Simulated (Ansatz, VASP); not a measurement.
## EuO in VASP and in Ansatz

```
Eu O
1.0
     0.00000    2.57195    2.57195
     2.57195    0.00000    2.57195
     2.57195    2.57195    0.00000
Eu O
1 1
Direct
  0.50000 0.50000 0.50000
  0.00000 0.00000 0.00000
```

Alike in both runs: task single point; functional PBE; k mesh 6 × 6 × 6; occupations gaussian, width 0.05 eV; collinear spin; Hubbard terms Eu f U = 7.0 eV.

```csv
,VASP,Ansatz
version,VASP 6.6.1,Ansatz 0.2.0
potentials or method,"VASP PAW PBE potentials, release 64 (Eu, O), cutoff 600 eV","scalar-relativistic, plane waves, PAW"
valence electrons in the cell,23,23
```

Ansatz gave:

```
gap on the k mesh at the Fermi level (eV)                     : 0.58
least direct gap on the mesh (eV)                             : 0.84
pressure (GPa)                                                : 2.3
net moment per atom (μB)                                      : 3.50
size of the moment on the site where the two differ most (μB) : 6.76
```

Q: What did VASP give for the same quantities?

A: gap on the k mesh at the Fermi level (eV): 0.27; least direct gap on the mesh (eV): 0.45; pressure (GPa): 1.9; net moment per atom (μB): 3.50; size of the moment on the site where the two differ most (μB): 6.74.

Site moments also hang on the region over which each program counts them. The programs project onto different local orbitals, so the same U acts differently, and such runs can settle in different states. Ansatz's warnings: stress scf threshold loose.

Neither program's run includes spin-orbit coupling.
